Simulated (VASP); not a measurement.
Input of a VASP 6.6.1 run:

The input INCAR:

```
SYSTEM = FeGe
PREC = Accurate ; ENCUT = 520
EDIFF = 1E-6 ; ISMEAR = -1
SIGMA = 0.05 ; LREAL = .False.
LASPH = .True. ; NELM = 150
ALGO = Normal ; ISIF = 2
LWAVE = .False. ; LCHARG = .False.
ISPIN = 2 ; MAGMOM = 0 0 0 3 3 3
LORBIT = 11 ; LMAXMIX = 4
GGA = PS ; NBANDS = 46
```

The input KPOINTS:

```
regular mesh
0
Gamma
  6 6 7
  0 0 0
```

The input POSCAR:

```
FeGe
1.0
    4.7696252018      0.0000000000      0.0000000000
   -2.3848126009      4.1306165913      0.0000000000
    0.0000000000      0.0000000000      3.8115904227
Ge Fe
3 3
Direct
    0.6666666667      0.3333333333      0.5000000000
    0.3333333333      0.6666666667      0.5000000000
    0.0000000000      0.0000000000      0.0000000000
    0.0000000000      0.5000000000      0.0000000000
    0.5000000000      0.5000000000      0.0000000000
    0.5000000000      0.0000000000      0.0000000000
```

Potentials or basis: VASP PAW PBE potentials, release 64 (Ge_d, Fe).

Run with:

```sh
$ cat potpaw_PBE.64/Ge_d/POTCAR potpaw_PBE.64/Fe/POTCAR > POTCAR
$ mpirun -np 1 vasp_std > vasp.out
```

(1) What does it give for the net moment?

(2) Predict the pressure.

## Answers

(1) 3.20 μB per cell.

(2) 20.3 GPa.

Caveat: the cell stands under pressure; the PAW data sets were made with another functional, which shifts forces and pressure a little.
